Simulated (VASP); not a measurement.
## BaCu3: relaxation of cell and atoms with PBE

The system is BaCu3.

```
CELL_PARAMETERS angstrom
4.20354 0.00000 0.00000
0.00000 4.20354 0.00000
0.00000 0.00000 4.20354
ATOMIC_POSITIONS crystal
Ba 0.00000 0.00000 0.00000
Cu 0.00000 0.50000 0.50000
Cu 0.50000 0.00000 0.50000
Cu 0.50000 0.50000 0.00000
```

| Quantity | Value |
| --- | --- |
| Program | VASP 6.6.1 |
| Task | relaxation of cell and atoms |
| Functional | PBE |
| Potentials or basis | VASP PAW PBE potentials, release 64 (Ba_sv, Cu) |
| Cutoff | 600 eV |
| k mesh | 4 × 4 × 4 |
| Occupations | gaussian, width 0.1 eV |
| Spin | no spin polarisation |
| Dipole correction | no |
| Further INCAR settings | ALGO = Fast; EDIFF = 1e-07; IBRION = 2; EDIFFG = -0.04; NSW = 90; ISIF = 3 |

```
Relaxed volume                        : 22.61 Å³/atom
Relaxed cell                          : a = 4.488 Å, b = 4.488 Å, c = 4.488 Å, α = 90.00°, β = 90.00°, γ = 90.00°
Space group after relaxing (to 0.1 Å) : Pm-3m (No. 221)
Energy gained by relaxing             : 97.2 meV/atom
Ionic steps                           : 4
Pressure after relaxing               : 0.0 GPa
Band gap on the k mesh                : zero (an odd number of electrons rules out a gap without spin polarisation)
```

Step by step:
| step | energy change (eV) | largest force (eV/Å) | pressure (GPa) | volume (Å³) |
| --- | --- | --- | --- | --- |
| 1 | 0.0000 | 0.0000 | 8.63 | 74.28 |
| 2 | -0.3594 | 0.0000 | 2.06 | 85.56 |
| 3 | -0.3879 | 0.0000 | -0.36 | 91.34 |
| 4 | -0.3890 | 0.0000 | -0.02 | 90.42 |

Final structure:
```
CELL_PARAMETERS angstrom
4.48837 0.00000 0.00000
0.00000 4.48837 0.00000
0.00000 0.00000 4.48837
ATOMIC_POSITIONS crystal
Ba 0.00000 0.00000 0.00000
Cu 0.00000 0.50000 0.50000
Cu 0.50000 0.00000 0.50000
Cu 0.50000 0.50000 0.00000
```

Levels at points of the mesh, in eV from the Fermi level:
```csv
k point,band 20,band 21,band 22,band 23,band 24,band 25
"(0.00, 0.00, 0.00)",-1.59,0.86,0.86,2.56,2.56,2.56
"(0.50, 0.00, 0.00)",-1.76,-1.59,1.35,1.38,1.38,2.89
"(0.50, 0.50, 0.00)",-1.85,-0.60,-0.23,-0.23,2.28,2.28
"(0.50, 0.50, 0.50)",-0.32,-0.32,-0.32,-0.07,2.17,2.17
```

Run time: 2.7 min on 1 thread of Intel(R) Xeon(R) Platinum 8375C CPU @ 2.90GHz (Ice Lake), on a shared host, peak memory 0.22 GiB.

Caveat: the k points lie up to 0.35 Å⁻¹ apart in the final cell, too coarse for converged energies and pressures of a metal; the volume moved by over 15 % at a fixed basis, so the end points are rough; spin-orbit coupling is left out, which moves the levels of the heavy elements.
